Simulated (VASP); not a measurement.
Set up this calculation in VASP 6.6.1, as the native input.

- Task: single point
- Functional: PBE
- Dispersion: D3(BJ)
- Potentials or basis: VASP PAW PBE potentials, release 64 (Be)
- Cutoff: 520 eV
- k mesh: 2 × 2 × 2
- Occupations: fermi-dirac, width 0.24 eV
- Spin: no spin polarisation
- Dipole correction: no
- Further INCAR settings: LREAL = Auto; ALGO = Normal; EDIFF = 1e-06; NBANDS = 60

The structure of Be lies in POSCAR:

```
Be
1.0
    6.9826430000      0.0000000000      0.0000000000
   -3.4913210000      6.0471460000      0.0000000000
    0.0000000000      0.0000000000      7.2945340000
Be
36
Direct
    0.0036062357      0.0090455894     -0.0024676011
    0.1404281235      0.1540561448      0.2375340220
    0.0664481271      0.0948877371      0.5049123083
    0.1249161992      0.2498037917      0.7770887078
    0.0197201476      0.3941198046      0.0291588195
    0.1247205550      0.4773491495      0.2606472189
   -0.0112058809      0.3214408913      0.4987021789
    0.1041187741      0.5484240003      0.7797345245
   -0.0333978463      0.6620974589      0.0106929380
    0.1085381761      0.8676324335      0.2836644534
    0.0382839855      0.6553174010      0.4972764538
    0.0952235795      0.8401153205      0.7454622872
    0.2707127122     -0.0082518266      0.0255396712
    0.4631093445      0.2249656284      0.2694894561
    0.2952905840     -0.0085329509      0.5213492733
    0.4389425477      0.2212283282      0.7761702118
    0.2956410679      0.3805596888      0.0172732076
    0.4554244100      0.5795130463      0.2631285288
    0.3670541327      0.3381264484      0.5244063569
    0.4059220812      0.5440086943      0.7737437374
    0.2926169430      0.7152134246      0.0414694071
    0.4720760372      0.9202357608      0.2497075207
    0.3842506581      0.7105004576      0.4877487719
    0.4053225467      0.8739163896      0.7772669234
    0.6446179823      0.0173966364      0.0164643828
    0.8056668924      0.2157877452      0.2373009708
    0.6697047921      0.0066477641      0.4916283891
    0.8068087123      0.2365744105      0.7530021794
    0.6595435764      0.3319251759      0.0177667278
    0.7672289455      0.5692933493      0.2405499789
    0.6827933193      0.3670822567      0.5173736938
    0.7961594395      0.5468695480      0.7108610365
    0.6546040451      0.6868364018      0.0208786469
    0.7960897811      0.8931320659      0.2458416124
    0.7366709046      0.6605264698      0.4927388096
    0.7580475409      0.8913460995      0.7656006539
```

These files were run (other wordings do the same):

INCAR

```
ALGO     = Normal         # electronic algorithm
EDIFF    = 1E-6           # SCF threshold, eV
ENCUT    = 520            # plane-wave cutoff, eV
GGA      = PE             # functional
ISIF     = 2              # what is computed and relaxed
ISMEAR   = -1             # smearing method
IVDW     = 12             # dispersion correction
LASPH    = T              # aspherical terms in the spheres
LCHARG   = T              # write CHGCAR
LELF     = T              # ELF
LREAL    = Auto         
LVHAR    = T            
LWAVE    = F              # write WAVECAR
NBANDS   = 60             # bands
NELM     = 60             # most SCF steps
PREC     = Accurate       # precision mode
SIGMA    = 0.24           # smearing width, eV
```

KPOINTS

```
k-points
0
Gamma
  2 2 2
```

Potentials or basis: VASP PAW PBE potentials, release 64 (Be).

Command:

```console
$ cat potpaw_PBE.64/Be/POTCAR > POTCAR
$ mpirun -np 1 vasp_std > vasp.out
```

Results of the run:

```yaml
Pressure: -5.4 GPa
Largest_force: 3.982 eV/Å
Band_gap_on_the_k_mesh: zero (bands 36 and 37 overlap by 0.80 eV)
Dispersion_energy_per_atom: -0.328 eV
```

Caveat: the k points lie up to 0.52 Å⁻¹ apart, too coarse for converged energies and pressures of a metal; the atoms stand as in a frame of molecular dynamics; forces of over 1 eV/Å act on the atoms, so gaps and moduli don't describe the material at rest.

It took 4.5 min on 1 thread of Intel Xeon 8259CL, on a shared host, peak memory 0.42 GiB.
